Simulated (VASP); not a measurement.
Write the native input for VASP 6.6.1 that does the following.

```yaml
Task: single point
Functional: r2SCAN
Potentials_or_basis: VASP PAW PBE potentials, release 64 (Ge_d)
Cutoff: 520 eV
k_mesh: 24 × 24 × 12
Occupations: gaussian, width 0.15 eV
Spin: no spin polarisation
Dipole_correction: no
Further_INCAR_settings: ALGO = Normal; EDIFF = 1e-07; NBANDS = 21
```

The system is Ge.

```
Ge
1.0
     1.39759   -2.42517    0.00000
     1.39759    2.42517    0.00000
     0.00000    0.00000    5.29923
Ge
2
Direct
  0.50026 0.49974 0.25000
  0.49974 0.50026 0.75000
```

This cell differs from its parent crystal: strain -0.0400 x Voigt [0, 1, 0, 0, 0, 0].

The input as run:

POSCAR

```
Ge
1.0
    1.3975921240     -2.4251660596      0.0000000000
    1.3975921240      2.4251660596      0.0000000000
    0.0000000000      0.0000000000      5.2992283745
Ge
2
Direct
    0.5002627511      0.4997372489      0.2500000000
    0.4997372489      0.5002627511      0.7500000000
```

INCAR.step1

```
SYSTEM = Ge
ALGO = Normal ; EDIFF = 1E-4
ENCUT = 520 ; GGA = PE
ISMEAR = 0 ; LASPH = .TRUE.
LCHARG = .FALSE. ; LREAL = .FALSE.
LWAVE = .TRUE. ; NBANDS = 21
NELM = 100 ; PREC = Accurate
SIGMA = 0.15
```

INCAR.step2

```
SYSTEM = Ge
ALGO = Normal ; EDIFF = 1E-7
ENCUT = 520 ; ISIF = 2
ISMEAR = 0 ; ISTART = 1
LASPH = .TRUE. ; LCHARG = .FALSE.
LMIXTAU = .TRUE. ; LREAL = .FALSE.
LWAVE = .FALSE. ; METAGGA = R2SCAN
NBANDS = 21 ; NELM = 100
PREC = Accurate ; SIGMA = 0.15
```

KPOINTS

```
k-points
0
G
  24 24 12
  0 0 0
```

Potentials or basis: VASP PAW PBE potentials, release 64 (Ge_d).

The run is started by

```bash
$ cat potpaw_PBE.64/Ge_d/POTCAR > POTCAR
$ cp INCAR.step1 INCAR
$ mpirun -np 1 vasp_std > vasp.out
$ cp INCAR.step2 INCAR
$ mpirun -np 1 vasp_std > vasp.out
```

It gave:

```yaml
Pressure: 3.1 GPa
Band_gap_on_the_k_mesh: zero (bands 14 and 15 overlap by 9.81 eV)
```

Caveat: the cell differs from its parent crystal (strain -0.0400 x Voigt [0, 1, 0, 0, 0, 0]); the cell stands under pressure; the PAW data sets were made with another functional, which shifts forces and pressure a little.

Wall time 42 min on 1 thread of Oxide Virtual Turin-like Processor (shared host), peak memory 0.66 GiB.
